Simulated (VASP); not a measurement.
Wanted: the native input for a VASP 6.6.1 run.

```
Task                   : single point
Functional             : PBE
Dispersion             : D3(BJ)
Potentials or basis    : VASP PAW PBE potentials, release 64 (Mg, O)
Cutoff                 : 600 eV
k mesh                 : 10 × 10 × 10
Occupations            : gaussian, width 0.02 eV
Spin                   : no spin polarisation
Dipole correction      : no
Further INCAR settings : ALGO = Normal; EDIFF = 1e-06; NBANDS = 11
```

The structure of MgO (d3) lies in POSCAR:

```
MgO
1.0
    0.0000000000      2.1011736131      2.1011736131
    2.1011736131      0.0000000000      2.1011736131
    2.1011736131      2.1011736131      0.0000000000
Mg O
1 1
Direct
    0.0000000000      0.0000000000      0.0000000000
    0.5000000000      0.5000000000      0.5000000000
```

One way to write it, as run:

INCAR

```
SYSTEM = MgO
PREC = Accurate
ENCUT = 600
EDIFF = 1E-6
ISMEAR = 0
SIGMA = 0.02
LREAL = .False.
LASPH = .True.
NELM = 120
ALGO = Normal
ISIF = 2
LWAVE = .False.
LCHARG = .False.
GGA = PE
IVDW = 12
NBANDS = 11
GGA_COMPAT = .False.
```

KPOINTS

```
Automatic mesh
0
Gamma
  10 10 10
  0 0 0
```

Potentials or basis: VASP PAW PBE potentials, release 64 (Mg, O).

The run is started by

```console
$ cat potpaw_PBE.64/Mg/POTCAR potpaw_PBE.64/O/POTCAR > POTCAR
$ mpirun -np 1 vasp_std > vasp.out
```

Results of the run:

```yaml
Pressure: -0.4 GPa
Band_gap_on_the_k_mesh: 4.80 eV, direct
Dispersion_energy_per_atom: -0.295 eV
```

Wall time 7 s on 1 thread of Intel Xeon 6975P-C (shared host), peak memory 0.15 GiB.
